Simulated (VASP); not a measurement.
# ZnSe (Stilleite) (F-43m) in VASP: notebook

The runs below take ZnSe (Stilleite) through single point, with PBE.

All numbers are computed with VASP 6.6.1; they aren't measurements. Logs are shortened: lines on timing, memory, paths and dates and some standing lists are left out, and cuts for length are marked.

## (1) The cell of the first run

Symmetry: F-43m, No. 216, cubic system. Conventional cell: a = 5.133 Å, b = 5.133 Å, c = 5.133 Å, α = 90.00°, β = 90.00°, γ = 90.00°. Zn (site symmetry -43m) has 4 Se at 2.22 Å within 2.9 Å. Within 2.9 Å of Se (site symmetry -43m) lie 4 Zn at 2.22 Å.

## (2) Single point, PBE

INCAR

```
SYSTEM = ZnSe
PREC = Accurate
ENCUT = 500
EDIFF = 1E-6
ISMEAR = 0
SIGMA = 0.01
LREAL = .FALSE.
LASPH = .TRUE.
NELM = 120
ALGO = Normal
ISIF = 2
LWAVE = .FALSE.
LCHARG = .TRUE.
GGA = PE
LELF = .TRUE.
LVHAR = .TRUE.
NBANDS = 16
GGA_COMPAT = .FALSE.
```

KPOINTS

```
regular mesh
0
G
  6 6 6
  0 0 0
```

POSCAR

```
ZnSe
1.0
    0.0000000000      2.5662728902      2.5662728902
    2.5662728902      0.0000000000      2.5662728902
    2.5662728902      2.5662728902      0.0000000000
Zn Se
1 1
Direct
    0.0000000000      0.0000000000      0.0000000000
    0.2500000000      0.2500000000      0.2500000000
```

Potentials or basis: VASP PAW PBE potentials, release 64 (Zn, Se).

Started as:

```
cat potpaw_PBE.64/Zn/POTCAR potpaw_PBE.64/Se/POTCAR > POTCAR
mpirun -np 1 vasp_std > vasp.out
```

OUTCAR:

```text
SYSTEM = ZnSe
   PREC = Accurate
   ENCUT = 500
   EDIFF = 1E-6
   ISMEAR = 0
   LREAL = .FALSE.
   LASPH = .TRUE.
   NELM = 120
   ISIF = 2
   GGA = PE

 ion  position               nearest neighbor table
   1  0.000  0.000  0.000-   2 2.22   2 2.22   2 2.22   2 2.22
   2  0.250  0.250  0.250-   1 2.22   1 2.22   1 2.22   1 2.22

  LATTYP: Found a face centered cubic cell.
 ALAT       =     5.1325457804

  Lattice vectors:

 A1 = (   0.0000000000,   2.5662728902,   2.5662728902)
 A2 = (   2.5662728902,   0.0000000000,   2.5662728902)
 A3 = (   2.5662728902,   2.5662728902,   0.0000000000)

Analysis of symmetry for initial positions (statically):
=====================================================================
 Subroutine PRICEL returns:
 Original cell was already a primitive cell.

 Routine SETGRP: Setting up the symmetry group for a
 face centered cubic supercell.

 Subroutine GETGRP returns: Found 24 space group operations
 (whereof 24 operations were pure point group operations)
 out of a pool of 48 trial point group operations.

The static configuration has the point symmetry T_d .

Analysis of symmetry for dynamics (positions and initial velocities):
=====================================================================
 Subroutine PRICEL returns:
 Original cell was already a primitive cell.

 Routine SETGRP: Setting up the symmetry group for a
 face centered cubic supercell.

 Subroutine GETGRP returns: Found 24 space group operations
 (whereof 24 operations were pure point group operations)
 out of a pool of 48 trial point group operations.

The dynamic configuration has the point symmetry T_d .

 Subroutine INISYM returns: Found 24 space group operations
 (whereof 24 operations are pure point group operations),
 and found     1 'primitive' translations

----------------------------------------------------------------------------------------

                                     Primitive cell

  volume of cell :      33.8017

  direct lattice vectors                    reciprocal lattice vectors
     0.000000000  2.566272890  2.566272890    -0.194835086  0.194835086  0.194835086
     2.566272890  0.000000000  2.566272890     0.194835086 -0.194835086  0.194835086
     2.566272890  2.566272890  0.000000000     0.194835086  0.194835086 -0.194835086

  length of vectors
     3.629257926  3.629257926  3.629257926     0.337464269  0.337464269  0.337464269

  position of ions in fractional coordinates (direct lattice)
     0.000000000  0.000000000  0.000000000
     0.250000000  0.250000000  0.250000000

  ion indices of the primitive-cell ions
   primitive index   ion index
                 1           1
                 2           2

----------------------------------------------------------------------------------------

 KPOINTS: regular mesh

Automatic generation of k-mesh.
 Grid dimensions read from file:
 generate k-points for:    6    6    6

 Generating k-lattice:

  Cartesian coordinates                     Fractional coordinates (reciprocal lattice)
    -0.032472514  0.032472514  0.032472514     0.166666667  0.000000000  0.000000000
     0.032472514 -0.032472514  0.032472514     0.000000000  0.166666667  0.000000000
     0.032472514  0.032472514 -0.032472514     0.000000000  0.000000000  0.166666667

  Length of vectors
     0.056244045  0.056244045  0.056244045

  Shift w.r.t. Gamma in fractional coordinates (k-lattice)
     0.000000000  0.000000000  0.000000000

 Subroutine IBZKPT returns following result:
 ===========================================

 Found     16 irreducible k-points:

 Following reciprocal coordinates:
            Coordinates               Weight
  0.000000  0.000000  0.000000      1.000000
  0.166667  0.000000  0.000000      8.000000
  0.333333  0.000000  0.000000      8.000000
  0.500000  0.000000  0.000000      4.000000
  0.166667  0.166667  0.000000      6.000000
  0.333333  0.166667  0.000000     24.000000
[... 8 lines left out ...]
 -0.333333  0.333333  0.166667     24.000000
 -0.333333  0.500000  0.166667     12.000000
   k-points           NKPTS =     16   k-points in BZ     NKDIM =     16   number of bands    NBANDS=     16
   number of dos      NEDOS =    301   number of ions     NIONS =      2
   total plane-waves  NPLWV =  21952
   dimension x,y,z NGX =    28 NGY =   28 NGZ =   28
   dimension x,y,z NGXF=    56 NGYF=   56 NGZF=   56
   ions per type =               1   1
   NGX,Y,Z   is equivalent  to a cutoff of  12.83, 12.83, 12.83 a.u.
   NGXF,Y,Z  is equivalent  to a cutoff of  25.65, 25.65, 25.65 a.u.
 SYSTEM =  ZnSe
   PREC   = accura    normal or accurate (medium, high low for compatibility)
   ISTART =      0    job   : 0-new  1-cont  2-samecut
   ICHARG =      2    charge: 1-file 2-atom 10-const
   ISPIN  =      1    spin polarized calculation?
   LNONCOLLINEAR =      F non collinear calculations
   LSORBIT =      F    spin-orbit coupling
   LASPH  =      T    aspherical Exc in radial PAW
   ENCUT  =  500.0 eV  36.75 Ry    6.06 a.u.   6.62  6.62  6.62*2*pi/ulx,y,z
   NELM   =    120;   NELMIN=  2; NELMDL= -5     # of ELM steps
   EDIFF  = 0.1E-05   stopping-criterion for ELM
   LREAL  =      F    real-space projection
   EDIFFG = 0.1E-04   stopping-criterion for IOM
   NSW    =      0    number of steps for IOM
   IBRION =     -1    ionic relax: 0-MD 1-quasi-New 2-CG
   NFREE  =      0    steps in history (QN), initial steepest desc. (CG)
   ISIF   =      2    stress and relaxation
   ISYM   =      2    0-nonsym 1-usesym 2-fastsym
   POTIM  = 0.5000    time-step for ionic-motion
   TEBEG  =    0.0;   TEEND  =   0.0 temperature during run
   PSTRESS=    0.0 pullay stress
   NELECT =      18.0000    total number of electrons
   NUPDOWN=      -1.0000    fix difference up-down
   EMIN   =  10.00;   EMAX   =-10.00  energy-range for DOS
   EFERMI =   0.00;   METHOD = LEGACY
   ISMEAR =     0;   SIGMA  =   0.01  broadening in eV -4-tet -1-fermi 0-gaus
   EFERMI_NEDOS =   21; number of points for ismear=-14 and -15
   IALGO  =     38    algorithm
   IMIX   =      4    mixing-type and parameters
     AMIX     =   0.40;   BMIX     =  1.00
     AMIX_MAG =   1.60;   BMIX_MAG =  1.00
  volume/ion in A,a.u.               =      16.90       114.05
  Fermi-wavevector in a.u.,A,eV,Ry     =   1.326945  2.507562 23.956898  1.760782
  Thomas-Fermi vector in A             =   2.456294
   LORBIT       =      0    0 simple, 1 ext, 2 COOP (PROOUT), +10 PAW based schemes
   GGA     = PE    functional components
   LHFCALC =     F    Hartree Fock is set to
   AEXX    =    0.0000 exact exchange contribution
   IVDW    =     0    specifies the selected vdW correction
   LEPSILON=     F    determine dielectric tensor
   LRPA    =     F    only Hartree local field effects (RPA)
 non-spin polarized calculation
 Gauss-broadening in eV      SIGMA  =   0.01
  energy-cutoff  :      500.00
  volume of cell :       33.80
 maximum number of plane-waves:       881
 NGX is ok and might be reduce to    28
   NGX = 13   NGY = 13   NGZ = 13

 number of electron      17.9999996 magnetization

 Free energy of the ion-electron system (eV)
  ---------------------------------------------------
  ext. energy  EPLUGINS =         0.00000000
  ---------------------------------------------------
  free energy    TOTEN  =        -4.77008514 eV

  energy without entropy =       -4.77008514  energy(sigma->0) =       -4.77008514

 E-fermi :   4.7504     XC(G=0): -10.7500

 val. band max:        4.6878126948   @ k =   0.0000   0.0000   0.0000
 cond. band min:       6.8141198852   @ k =   0.5000   0.5000   0.0000
 fundamental gap:      2.1263071905
 Fermi energy:         4.7504234517

 k-point     1 :       0.0000    0.0000    0.0000
  band No.  band energies     occupation
      1     -10.9947      2.00000
      2      -3.4546      2.00000
      3      -3.4546      2.00000
      4      -3.4546      2.00000
      5      -2.7602      2.00000
      6      -2.7602      2.00000
[... 8 lines left out ...]
     15      16.7188      0.00000
     16      16.7188      0.00000

 k-point     2 :       0.1667    0.0000    0.0000
  band No.  band energies     occupation
      1     -10.7030      2.00000
      2      -3.4825      2.00000
      3      -3.4062      2.00000
      4      -3.4062      2.00000
      5      -2.7656      2.00000
      6      -2.7656      2.00000
[... 8 lines left out ...]
     15      15.3507      0.00000
     16      16.3782      0.00000

 k-point     3 :       0.3333    0.0000    0.0000
  band No.  band energies     occupation
      1     -10.0107      2.00000
      2      -3.4043      2.00000
      3      -3.3277      2.00000
      4      -3.3277      2.00000
      5      -2.7487      2.00000
      6      -2.7487      2.00000
[... 8 lines left out ...]
     15      16.2817      0.00000
     16      16.2817      0.00000

 k-point     4 :       0.5000    0.0000    0.0000
  band No.  band energies     occupation
      1      -9.5821      2.00000
      2      -3.3016      2.00000
      3      -3.3016      2.00000
      4      -2.8889      2.00000
      5      -2.7216      2.00000
      6      -2.7216      2.00000
[... 8 lines left out ...]
     15      18.9751      0.00000
     16      18.9751      0.00000
[... 172 lines left out ...]
 k-point    14 :       0.5000    0.3333    0.1667
  band No.  band energies     occupation
      1      -9.5134      2.00000
      2      -3.4616      2.00000
      3      -3.2316      2.00000
      4      -3.0872      2.00000
      5      -2.7466      2.00000
      6      -2.6754      2.00000
[... 8 lines left out ...]
     15      19.1767      0.00000
     16      20.8070      0.00000

 k-point    15 :      -0.3333    0.3333    0.1667
  band No.  band energies     occupation
      1      -9.2148      2.00000
      2      -3.3504      2.00000
      3      -3.1737      2.00000
      4      -2.8684      2.00000
      5      -2.8004      2.00000
      6      -2.3396      2.00000
[... 8 lines left out ...]
     15      19.2732      0.00000
     16      20.4792      0.00000

 k-point    16 :      -0.3333    0.5000    0.1667
  band No.  band energies     occupation
      1      -9.0795      2.00000
      2      -3.4851      2.00000
      3      -3.0382      2.00000
      4      -2.9537      2.00000
      5      -2.7433      2.00000
      6      -2.2254      2.00000
[... 8 lines left out ...]
     15      20.0838      0.00000
     16      20.6664      0.00000

------------------------ aborting loop because EDIFF is reached ----------------------------------------

  FORCE on cell =-STRESS in cart. coord.  units (eV):
  Direction    XX          YY          ZZ          XY          YZ          ZX
  --------------------------------------------------------------------------------------
  -------------------------------------------------------------------------------------
  Total        8.5911501      8.5911501      8.5911501      0.0000000      0.0000000     -0.0000000
  in kB      407.2146404    407.2146404    407.2146404      0.0000000      0.0000000     -0.0000000
  external PRESSURE =     407.2146404 kB  Pullay stress =       0.0000000 kB

 VOLUME and BASIS-vectors are now :
 -----------------------------------------------------------------------------
  energy-cutoff  :      500.00
  volume of cell :       33.80
      direct lattice vectors                 reciprocal lattice vectors
     0.000000000  2.566272890  2.566272890    -0.194835086  0.194835086  0.194835086
     2.566272890  0.000000000  2.566272890     0.194835086 -0.194835086  0.194835086
     2.566272890  2.566272890  0.000000000     0.194835086  0.194835086 -0.194835086

 POSITION                                       TOTAL-FORCE (eV/Angst)
 -----------------------------------------------------------------------------------
      0.00000      0.00000      0.00000         0.000000      0.000000      0.000000
      1.28314      1.28314      1.28314        -0.000000     -0.000000     -0.000000
 -----------------------------------------------------------------------------------
    total drift:                                0.000001      0.000001      0.000001

  FREE ENERGIE OF THE ION-ELECTRON SYSTEM (eV)
  ---------------------------------------------------
  free  energy   TOTEN  =        -4.7700851429 eV

  energy  without entropy=       -4.7700851429  energy(sigma->0) =       -4.77008514
```

It took 7.2 s on 1 thread of AMD EPYC 9R45 (Zen 5), shared host; peak memory 0.12 GiB.

Results:

```
Free energy            : -4.7701 eV
Pressure               : 40.7 GPa
Band gap on the k mesh : 2.13 eV, indirect (least direct gap 2.62 eV)
```

A k mesh can miss the band edges. As with any semilocal functional, this PBE gap is likely too small.

[end of part 1 of 2]
